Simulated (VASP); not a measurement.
Runs of VASP 6.6.1 on BP. The structure is that of space group I-4m2 (No. 119), or close to it. The cells are those of the table. 

```csv
cell,gap on the mesh (eV),pressure (GPa)
"a = 3.177, b = 3.177, c = 3.307 Å, angles 58.6, 58.6, 62.7°, 2 atoms",0.04,-0.3
"a = 3.196, b = 3.196, c = 3.260 Å, angles 59.3, 59.3, 61.3°, 2 atoms",(b),-0.2
"a = 3.418, b = 3.418, c = 2.947 Å, angles 64.5, 64.5, 51.1°, 2 atoms",none,-0.8
"a = 3.581, b = 3.581, c = 2.810 Å, angles 66.9, 66.9, 46.2°, 2 atoms",none,-4.3
"a = 3.133, b = 3.133, c = 3.494 Å, angles 56.1, 56.1, 67.8°, 2 atoms",none,(a)
"a = 3.275, b = 3.275, c = 3.116 Å, angles 61.6, 61.6, 56.8°, 2 atoms",0.53,-0.3
"a = 3.343, b = 3.343, c = 3.027 Å, angles 63.1, 63.1, 53.8°, 2 atoms",none,-0.4
"a = 3.131, b = 3.131, c = 3.713 Å, angles 53.6, 53.6, 72.7°, 2 atoms",none,-7.4
```

Alike in all rows: task single point; level PBE; potentials or basis VASP PAW PBE potentials, release 64 (B, P); no spin polarisation; k mesh 12 × 12 × 12; cutoff (eV) 520; smearing gaussian 0.05 eV.

Q: Estimate the missing entries.

A: (a) -2.4; (b) 0.64.

A k mesh can miss the band edges.

A gap of «none» marks levels without a gap at the run's occupations.
